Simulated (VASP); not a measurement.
SiC: G0W0 quasiparticle levels with PBE

The system is SiC.

```xyz
2
Lattice="0.0000 2.1781 2.2434 2.1781 0.0000 2.2434 2.1781 2.1781 0.0000" Properties=species:S:1:pos:R:3 pbc="T T T"
Si    0.0000    0.0000    0.0000
C     1.0890    1.0890    1.1217
```

* Program: VASP 6.6.1
* Task: G0W0 quasiparticle levels
* Functional: PBE
* Potentials or basis: VASP PAW PBE potentials, release 64 (Si_GW, C_GW)
* Cutoff: 500 eV
* k mesh: 6 × 6 × 6
* Occupations: gaussian, width 0.01 eV
* Spin: no spin polarisation
* Dipole correction: no
* GW scheme: G0W0
* GW iterations: 1
* Cutoff of the response function: 150
* Frequency points: 96
* Empty bands: 88
* Further INCAR settings: ALGO = EVGW0; EDIFF = 1e-08; NBANDS = 92

| Item | Value |
| --- | --- |
| Quasiparticle gap | 2.00 eV |
| Least direct quasiparticle gap | 5.49 eV |
| Band gap of the starting levels on the mesh | 1.22 eV |
| Least direct gap of the starting levels on the mesh | 4.48 eV |

Wall time 3.9 min on 1 thread of Intel(R) Xeon(R) 6975P-C (Granite Rapids), on a shared host, peak memory 0.46 GiB.

Caveat: the k points lie up to 0.41 Å⁻¹ apart; bands, screening cutoff and mesh are small and nothing is extrapolated, so the quasiparticle values aren't converged.
